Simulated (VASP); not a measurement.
Runs of VASP 6.6.1 on HfC. The structure is orthorhombic, space group Imm2 (No. 44). The conventional cell has a = 2.793 Å, b = 4.994 Å, c = 3.695 Å, α = 90.00°, β = 90.00°, γ = 90.00°. Within 2.4 Å of Hf (site symmetry mm2) lie 2 C at 1.80 Å. C (site symmetry mm2) has 2 Hf at 1.80 Å within 2.4 Å. 

| task | level | cell | cutoff (eV) | smearing | gap on the mesh (eV) | pressure (GPa) | relaxed volume (Å³/atom) | largest force (eV/Å) |
| --- | --- | --- | --- | --- | --- | --- | --- | --- |
| single point | BLYP | as given | 520 | fermi-dirac 0.05 eV | 0.39 | 75.2 | - | 11.74 |
| single point | PBE | as given | 520 | gaussian 0.025 eV | 0.36 | 68.0 | - | 11.76 |
| single point | PBE | as given | 520 | gaussian 0.018 eV | 0.36 | 68.0 | - | 11.76 |
| single point | PBE | as given | 520 | gaussian 0.012 eV | 0.36 | 68.0 | - | 11.76 |
| single point | PBE | as given | 520 | gaussian 0.017 eV | 0.36 | 68.0 | - | 11.76 |
| relaxation of cell and atoms | PBEsol | relaxed | 600 | fermi-dirac 0.05 eV | none | -0.1 | (a) | - |
| relaxation of cell and atoms | PBE+D4 | relaxed | 600 | fermi-dirac 0.05 eV | none | -0.1 | (b) | - |
| single point | PBE | as given | 520 | gaussian 0.014 eV | 0.36 | 68.0 | - | 11.76 |

Alike in all rows: potentials or basis VASP PAW PBE potentials, release 64 (Hf_pv, C); no spin polarisation; k mesh 12 × 12 × 12.

Task: Estimate the missing entries.

Result: (a) 12.21; (b) 12.36.

Caveats: spin-orbit coupling is left out, which moves the levels of the heavy elements; forces of over 1 eV/Å act on the atoms, so gaps and moduli don't describe the material at rest (some runs); the PAW data sets were made with another functional, which shifts forces and pressure a little (some runs); pairwise dispersion overbinds metals, which lowers pressure and volume (some runs).

A k mesh can miss the band edges, and the runs leave out spin-orbit coupling on Hf.

A gap of «none» marks levels without a gap at the run's occupations.
